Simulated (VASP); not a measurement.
Input of a VASP 6.6.1 run:

INCAR

```
SYSTEM = BN
PREC = Accurate
ENCUT = 520
EDIFF = 1E-6
ISMEAR = -1
SIGMA = 0.01
LREAL = .False.
LASPH = .True.
NELM = 60
ALGO = Normal
ISIF = 2
LWAVE = .False.
LCHARG = .False.
GGA = PE
NBANDS = 16
ISYM = 0
```

Contents of KPOINTS:

```
Automatic mesh
0
Gamma
  8 8 4
  0.5 0.5 0.5
```

Contents of POSCAR:

```
BN
1.0
    2.4883437615     -0.0000000007      0.0000000000
   -1.2441718801      2.1549689112      0.0000000000
    0.0000000000      0.0000000000      6.4954828750
B N
2 2
Direct
    0.3333333333      0.6666666667      0.2500000000
    0.6666666667      0.3333333333      0.7500000000
    0.3333333333      0.6666666667      0.7500000000
    0.6666666667      0.3333333333      0.2500000000
```

Potentials or basis: VASP PAW PBE potentials, release 64 (B, N).

Launch:

```sh
$ cat potpaw_PBE.64/B/POTCAR potpaw_PBE.64/N/POTCAR > POTCAR
$ mpirun -np 1 vasp_std > vasp.out
```

(1) Estimate the pressure.

(2) Predict the band gap on the k mesh.

## Answers

(1) 8.6 GPa.

(2) 4.41 eV (least direct gap 4.72 eV).

Caveat: the stress differs along the axes, from 4 to 11 GPa; a shifted mesh leaves out Γ, where band edges can lie; this functional lacks dispersion, which binds layers or chains, so the pressure and a relaxed spacing across them are unreliable.
